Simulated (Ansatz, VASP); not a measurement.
LiF in VASP and in Ansatz

```
CELL_PARAMETERS angstrom
3.14622 0.00000 0.00000
-1.57311 2.72471 0.00000
0.00000 0.00000 4.64508
ATOMIC_POSITIONS crystal
Li 0.33333 0.66667 0.38107
Li 0.66667 0.33333 0.88107
F 0.33333 0.66667 0.99393
F 0.66667 0.33333 0.49393
```

Alike in both runs: task single point; functional PBE; k mesh 9 × 9 × 6; occupations gaussian, width 0.05 eV; no spin polarisation.

```csv
,VASP,Ansatz
version,VASP 6.6.1,Ansatz 0.2.0
potentials or method,"VASP PAW PBE potentials, release 64 (Li_sv, F), cutoff 520 eV","scalar-relativistic, plane waves, PAW"
valence electrons in the cell,20,20
```

VASP gave:

| Item | Value |
| --- | --- |
| gap on the k mesh at the Fermi level (eV) | 7.73 |
| least direct gap on the mesh (eV) | 7.73 |
| rms of the force components (eV/Å) | 0.173 |

Q: Estimate Ansatz's values.

A: gap on the k mesh at the Fermi level (eV): 7.75; least direct gap on the mesh (eV): 7.75; rms of the force components (eV/Å): 0.165.

Atom by atom the forces differ by 0.009 eV/Å (rms over components). The functional is the same, so the differences come from potentials, cutoffs and numerics.

Noted on VASP's run: the cutoff is short for stress, so the pressure is rough.
